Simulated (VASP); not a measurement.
Input of a VASP 6.6.1 run:

INCAR

```
SYSTEM = CuI
PREC = Accurate ; ENCUT = 520
EDIFF = 1E-6 ; ISMEAR = -1
SIGMA = 0.05 ; LREAL = .False.
LASPH = .True. ; NELM = 60
ALGO = Normal ; ISIF = 2
LWAVE = .False. ; LCHARG = .True.
GGA = PS ; LELF = .True.
LVHAR = .True. ; NBANDS = 16
```

Contents of KPOINTS:

```
Automatic mesh
0
Gamma
  8 8 8
  0 0 0
```

POSCAR

```
CuI
1.0
    0.0000000000      2.8338509539      2.8338509539
    2.8338509539      0.0000000000      2.8338509539
    2.8338509539      2.8338509539      0.0000000000
I Cu
1 1
Direct
    0.0000000000      0.0000000000      0.0000000000
    0.7500000000      0.7500000000      0.7500000000
```

Potentials or basis: VASP PAW PBE potentials, release 64 (I, Cu).

Command:

```console
$ cat potpaw_PBE.64/I/POTCAR potpaw_PBE.64/Cu/POTCAR > POTCAR
$ mpirun -np 1 vasp_std > vasp.out
```

**Question.** Estimate the band gap on the k mesh.

**Answer.** 1.65 eV, direct.

**Question.** Estimate the pressure.

**Answer.** 10.5 GPa.

Caveat: the PAW data sets were made with another functional, which shifts forces and pressure a little; spin-orbit coupling is left out, which moves the levels of the heavy elements.
